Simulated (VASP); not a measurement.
# Cu (Pm-3m) in VASP: single point with PBE

Aim: the single point of Cu with PBE.

Everything below comes from runs of VASP 6.6.1. Logs are shortened: lines on timing, memory, paths and dates and some standing lists are left out, and cuts for length are marked.

## 1. The cell of the first run

It takes space group Pm-3m (No. 221, cubic). Conventional cell: a = 2.277 Å, b = 2.277 Å, c = 2.277 Å, α = 90.00°, β = 90.00°, γ = 90.00°. Cu (site symmetry m-3m) has 6 Cu at 2.28 Å within 3.0 Å.

## 2. Single point, PBE

Input file INCAR:

```
SYSTEM = Cu
ALGO = Normal ; EDIFF = 1E-6
ENCUT = 520 ; GGA = PE
ISIF = 2 ; ISMEAR = 0
LASPH = .True. ; LCHARG = .False.
LREAL = .False. ; LWAVE = .False.
NBANDS = 12 ; NELM = 100
PREC = Accurate ; SIGMA = 0.15
```

Input file KPOINTS:

```
k-points
0
Gamma
  24 24 24
  0 0 0
```

Input file POSCAR:

```
Cu
1.0
   -0.7591024326      1.5182048651      1.5182048651
    1.5182048651     -0.7591024326      1.5182048651
    1.5182048651      1.5182048651     -0.7591024326
Cu
1
Direct
    0.0000000000      0.0000000000      0.0000000000
```

Potentials or basis: VASP PAW PBE potentials, release 64 (Cu).

The run is started by

```bash
> cat potpaw_PBE.64/Cu/POTCAR > POTCAR
> mpirun -np 1 vasp_std > vasp.out
```

OUTCAR:

```text
SYSTEM = Cu
   EDIFF = 1E-6
   ENCUT = 520
   GGA = PE
   ISIF = 2
   ISMEAR = 0
   LASPH = .True.
   LREAL = .False.
   NELM = 100
   PREC = Accurate

 ion  position               nearest neighbor table
   1  0.000  0.000  0.000-

  LATTYP: Found a simple cubic cell.
 ALAT       =     2.2773072977

  Lattice vectors:

 A1 = (  -0.7591024326,   1.5182048651,   1.5182048651)
 A2 = (   1.5182048651,  -0.7591024326,   1.5182048651)
 A3 = (   1.5182048651,   1.5182048651,  -0.7591024326)

Analysis of symmetry for initial positions (statically):
=====================================================================
 Subroutine PRICEL returns:
 Original cell was already a primitive cell.

 Routine SETGRP: Setting up the symmetry group for a
 simple cubic supercell.

 Subroutine GETGRP returns: Found 48 space group operations
 (whereof 48 operations were pure point group operations)
 out of a pool of 48 trial point group operations.

The static configuration has the point symmetry O_h .

Analysis of symmetry for dynamics (positions and initial velocities):
=====================================================================
 Subroutine PRICEL returns:
 Original cell was already a primitive cell.

 Routine SETGRP: Setting up the symmetry group for a
 simple cubic supercell.

 Subroutine GETGRP returns: Found 48 space group operations
 (whereof 48 operations were pure point group operations)
 out of a pool of 48 trial point group operations.

The dynamic configuration has the point symmetry O_h .

 Subroutine INISYM returns: Found 48 space group operations
 (whereof 48 operations are pure point group operations),
 and found     1 'primitive' translations

----------------------------------------------------------------------------------------

                                     Primitive cell

  volume of cell :      11.8104

  direct lattice vectors                    reciprocal lattice vectors
    -0.759102433  1.518204865  1.518204865    -0.146371697  0.292743394  0.292743394
     1.518204865 -0.759102433  1.518204865     0.292743394 -0.146371697  0.292743394
     1.518204865  1.518204865 -0.759102433     0.292743394  0.292743394 -0.146371697

  length of vectors
     2.277307298  2.277307298  2.277307298     0.439115090  0.439115090  0.439115090

  position of ions in fractional coordinates (direct lattice)
     0.000000000  0.000000000  0.000000000

  ion indices of the primitive-cell ions
   primitive index   ion index
                 1           1

----------------------------------------------------------------------------------------

 KPOINTS: k-points

Automatic generation of k-mesh.
 Grid dimensions read from file:
 generate k-points for:   24   24   24

 Generating k-lattice:

  Cartesian coordinates                     Fractional coordinates (reciprocal lattice)
    -0.006098821  0.012197641  0.012197641     0.041666667 -0.000000000 -0.000000000
     0.012197641 -0.006098821  0.012197641    -0.000000000  0.041666667 -0.000000000
     0.012197641  0.012197641 -0.006098821    -0.000000000 -0.000000000  0.041666667

  Length of vectors
     0.018296462  0.018296462  0.018296462

  Shift w.r.t. Gamma in fractional coordinates (k-lattice)
     0.000000000  0.000000000  0.000000000

 Subroutine IBZKPT returns following result:
 ===========================================

 Found    455 irreducible k-points:

 Following reciprocal coordinates:
            Coordinates               Weight
  0.000000  0.000000  0.000000      1.000000
  0.041667 -0.000000 -0.000000      6.000000
  0.083333 -0.000000 -0.000000      6.000000
  0.125000 -0.000000 -0.000000      6.000000
  0.166667  0.000000  0.000000      6.000000
  0.208333 -0.000000 -0.000000      6.000000
[... 16 lines left out ...]
  0.416667  0.041667 -0.000000     24.000000
  0.458333  0.041667 -0.000000     24.000000
 [... further k-points ...]
   k-points           NKPTS =    455   k-points in BZ     NKDIM =    455   number of bands    NBANDS=     12
   number of dos      NEDOS =    301   number of ions     NIONS =      1
   total plane-waves  NPLWV =   5832
   dimension x,y,z NGX =    18 NGY =   18 NGZ =   18
   dimension x,y,z NGXF=    36 NGYF=   36 NGZF=   36
   ions per type =               1
   NGX,Y,Z   is equivalent  to a cutoff of  13.14, 13.14, 13.14 a.u.
   NGXF,Y,Z  is equivalent  to a cutoff of  26.28, 26.28, 26.28 a.u.
 SYSTEM =  Cu
   PREC   = accura    normal or accurate (medium, high low for compatibility)
   ISTART =      0    job   : 0-new  1-cont  2-samecut
   ICHARG =      2    charge: 1-file 2-atom 10-const
   ISPIN  =      1    spin polarized calculation?
   LNONCOLLINEAR =      F non collinear calculations
   LSORBIT =      F    spin-orbit coupling
   LASPH  =      T    aspherical Exc in radial PAW
   ENCUT  =  520.0 eV  38.22 Ry    6.18 a.u.   4.23  4.23  4.23*2*pi/ulx,y,z
   NELM   =    100;   NELMIN=  2; NELMDL= -5     # of ELM steps
   EDIFF  = 0.1E-05   stopping-criterion for ELM
   LREAL  =      F    real-space projection
   EDIFFG = 0.1E-04   stopping-criterion for IOM
   NSW    =      0    number of steps for IOM
   IBRION =     -1    ionic relax: 0-MD 1-quasi-New 2-CG
   NFREE  =      0    steps in history (QN), initial steepest desc. (CG)
   ISIF   =      2    stress and relaxation
   ISYM   =      2    0-nonsym 1-usesym 2-fastsym
   POTIM  = 0.5000    time-step for ionic-motion
   TEBEG  =    0.0;   TEEND  =   0.0 temperature during run
   PSTRESS=    0.0 pullay stress
   NELECT =      11.0000    total number of electrons
   NUPDOWN=      -1.0000    fix difference up-down
   EMIN   =  10.00;   EMAX   =-10.00  energy-range for DOS
   EFERMI =   0.00;   METHOD = LEGACY
   ISMEAR =     0;   SIGMA  =   0.15  broadening in eV -4-tet -1-fermi 0-gaus
   EFERMI_NEDOS =   21; number of points for ismear=-14 and -15
   IALGO  =     38    algorithm
   IMIX   =      4    mixing-type and parameters
     AMIX     =   0.40;   BMIX     =  1.00
     AMIX_MAG =   1.60;   BMIX_MAG =  1.00
  volume/ion in A,a.u.               =      11.81        79.70
  Fermi-wavevector in a.u.,A,eV,Ry     =   1.598763  3.021224 34.777078  2.556043
  Thomas-Fermi vector in A             =   2.696162
   LORBIT       =      0    0 simple, 1 ext, 2 COOP (PROOUT), +10 PAW based schemes
   GGA     = PE    functional components
   LHFCALC =     F    Hartree Fock is set to
   AEXX    =    0.0000 exact exchange contribution
   IVDW    =     0    specifies the selected vdW correction
   LEPSILON=     F    determine dielectric tensor
   LRPA    =     F    only Hartree local field effects (RPA)
 non-spin polarized calculation
 Gauss-broadening in eV      SIGMA  =   0.15
  energy-cutoff  :      520.00
  volume of cell :       11.81
 maximum number of plane-waves:       328
 NGX is ok and might be reduce to    18
   NGX =  9   NGY =  9   NGZ =  9

 number of electron      10.9999991 magnetization

 Free energy of the ion-electron system (eV)
  ---------------------------------------------------
  ext. energy  EPLUGINS =         0.00000000
  ---------------------------------------------------
  free energy    TOTEN  =        -3.11716576 eV

  energy without entropy =       -3.11397503  energy(sigma->0) =       -3.11557039

 E-fermi :   7.4328     XC(G=0): -12.6334

 val. band max:        7.4170688065   @ k =   0.4583   0.1250   0.1250
 cond. band min:       7.4348444667   @ k =   0.3333   0.2500   0.2500
 fundamental gap:      0.0177756602
 Fermi energy:         7.4328289211

 k-point     1 :       0.0000    0.0000    0.0000
  band No.  band energies     occupation
      1      -1.6884      2.00000
      2       2.9182      2.00000
      3       2.9182      2.00000
      4       6.0789      2.00000
      5       6.0789      2.00000
      6       6.0789      2.00000
      7      26.8403      0.00000
      8      26.8403      0.00000
      9      26.8403      0.00000
     10      30.5368      0.00000
     11      30.5368      0.00000
     12      35.1406      0.00000

 k-point     2 :       0.0417   -0.0000   -0.0000
  band No.  band energies     occupation
      1      -1.6351      2.00000
      2       2.9249      2.00000
      3       2.9404      2.00000
      4       6.0606      2.00000
      5       6.0606      2.00000
      6       6.0804      2.00000
      7      25.9580      0.00000
      8      26.9111      0.00000
      9      26.9111      0.00000
     10      30.5537      0.00000
     11      31.2320      0.00000
     12      35.4249      0.00000

 k-point     3 :       0.0833   -0.0000   -0.0000
  band No.  band energies     occupation
      1      -1.4761      2.00000
      2       2.9448      2.00000
      3       3.0066      2.00000
      4       6.0073      2.00000
      5       6.0073      2.00000
      6       6.0847      2.00000
      7      24.2562      0.00000
      8      27.1221      0.00000
      9      27.1221      0.00000
     10      30.6045      0.00000
     11      32.2477      0.00000
     12      36.4018      0.00000
[... 286 lines left out ...]
 k-point    23 :       0.4167    0.0417   -0.0000
  band No.  band energies     occupation
      1       2.2378      2.00000
      2       3.3214      2.00000
      3       4.7394      2.00000
      4       5.1549      2.00000
      5       5.4311      2.00000
      6       6.1437      2.00000
      7      11.2959      0.00000
      8      31.0189      0.00000
      9      32.9735      0.00000
     10      33.0270      0.00000
     11      34.5383      0.00000
     12      37.6701      0.00000

 k-point    24 :       0.4583    0.0417   -0.0000
  band No.  band energies     occupation
      1       2.5038      2.00000
      2       3.3430      2.00000
      3       4.8179      2.00000
      4       5.1091      2.00000
      5       5.7127      2.00000
      6       6.1481      2.00000
      7      10.4229      0.00000
      8      31.6348      0.00000
      9      33.3175      0.00000
     10      33.9222      0.00000
     11      34.1844      0.00000
     12      37.5086      0.00000

 [... further k-points ...]

------------------------ aborting loop because EDIFF is reached ----------------------------------------

  FORCE on cell =-STRESS in cart. coord.  units (eV):
  Direction    XX          YY          ZZ          XY          YZ          ZX
  --------------------------------------------------------------------------------------
  -------------------------------------------------------------------------------------
  Total        1.9260344      1.9260344      1.9260344     -0.0000000     -0.0000000     -0.0000000
  in kB      261.2821275    261.2821275    261.2821275     -0.0000000     -0.0000000     -0.0000000
  external PRESSURE =     261.2821275 kB  Pullay stress =       0.0000000 kB

 VOLUME and BASIS-vectors are now :
 -----------------------------------------------------------------------------
  energy-cutoff  :      520.00
  volume of cell :       11.81
      direct lattice vectors                 reciprocal lattice vectors
    -0.759102433  1.518204865  1.518204865    -0.146371697  0.292743394  0.292743394
     1.518204865 -0.759102433  1.518204865     0.292743394 -0.146371697  0.292743394
     1.518204865  1.518204865 -0.759102433     0.292743394  0.292743394 -0.146371697

 POSITION                                       TOTAL-FORCE (eV/Angst)
 -----------------------------------------------------------------------------------
      0.00000      0.00000      0.00000        -0.000000     -0.000000      0.000000
 -----------------------------------------------------------------------------------
    total drift:                                0.000000     -0.000000      0.000000

  FREE ENERGIE OF THE ION-ELECTRON SYSTEM (eV)
  ---------------------------------------------------
  free  energy   TOTEN  =        -3.1171657602 eV

  energy  without entropy=       -3.1139750261  energy(sigma->0) =       -3.11557039
```

Run time: 17 s. Hardware: 1 thread of Intel Xeon 6975P-C (Granite Rapids), shared host; peak memory 0.16 GiB.

What came out:

```
Free energy : -3.1172 eV
Pressure    : 26.1 GPa
```

Levels at points of the mesh, in eV from the Fermi level:
```tsv
k point	band 3	band 4	band 5	band 6	band 7	band 8
(0.00, 0.00, 0.00)	-4.51	-1.35	-1.35	-1.35	19.41	19.41
(0.50, 0.00, 0.00)	-2.34	-2.34	-1.86	-1.27	2.64	24.91
(0.50, 0.50, 0.00)	-2.14	-2.14	-0.67	4.59	4.59	10.53
(0.50, 0.50, 0.50)	-4.15	-0.62	-0.62	11.32	11.32	11.32
```
